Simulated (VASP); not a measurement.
Input of a VASP 6.6.1 run:

Contents of INCAR:

```
SYSTEM = Mo
ALGO = Normal
EDIFF = 1E-6
ENCUT = 520
GGA = PS
ISIF = 2
ISMEAR = 0
LASPH = .True.
LCHARG = .False.
LREAL = Auto
LWAVE = .False.
NBANDS = 133
NELM = 100
PREC = Accurate
SIGMA = 0.1
```

File KPOINTS:

```
k-points
0
Gamma
  3 4 1
  0 0 0
```

File POSCAR:

```
Mo
1.0
    6.3000000000      0.0000000000      0.0000000000
    3.1500000000      4.4547730000      0.0000000000
    0.0000000000      0.0000000000     17.6821590000
Mo
17
Direct
   -0.2500000561      0.5000001122      0.0565541798
    0.2499999439      0.5000001122      0.0565541798
   -0.2500000000      1.0000000000      0.0565541798
    0.2500000000      1.0000000000      0.0565541798
    0.0014625355     -0.0003403091      0.1763570840
    0.5042214015     -0.0032796284      0.1763181182
    0.0043120673      0.4947542782      0.1754260325
    0.5008579734      0.5003132595      0.1752317689
   -0.2418354044      0.4951987453      0.3023478072
    0.2518905182      0.4966513445      0.3007390104
   -0.2402847416      0.9951126578      0.2977732527
    0.2558327663      0.9932458960      0.3005168091
    0.0214325599     -0.0166533738      0.4256247215
    0.5212082484     -0.0106057031      0.4203685760
    0.0153303772      0.4857598805      0.4257229561
    0.5165320772      0.4805825123      0.4247472269
    0.3669780090     -0.1389042719      0.5233666884
```

Potentials or basis: VASP PAW PBE potentials, release 64 (Mo_sv).

Launch:

```console
$ cat potpaw_PBE.64/Mo_sv/POTCAR > POTCAR
$ mpirun -np 1 vasp_std > vasp.out
```

Task: Estimate the largest force.

Result: 0.753 eV/Å.

Task: Estimate the band gap on the k mesh.

Result: Zero (bands 119 and 120 overlap by 1.53 eV).

Forces on the atoms (eV/Å):
```
Mo  -0.035 -0.007  0.031
Mo   0.020  0.025  0.134
Mo   0.052 -0.053  0.029
Mo   0.043 -0.063 -0.260
Mo   0.003 -0.017  0.000
Mo   0.010 -0.004 -0.004
Mo   0.016 -0.007 -0.025
Mo   0.011 -0.015 -0.010
Mo   0.009 -0.016  0.025
Mo   0.056 -0.034  0.046
Mo   0.019 -0.015  0.006
Mo   0.035 -0.020 -0.005
Mo   0.018 -0.049 -0.036
Mo   0.093 -0.055 -0.049
Mo   0.094 -0.117  0.006
Mo   0.097 -0.070  0.032
Mo  -0.542  0.517  0.079
```

Caveat: the PAW data sets were made with another functional, which shifts forces and pressure a little.
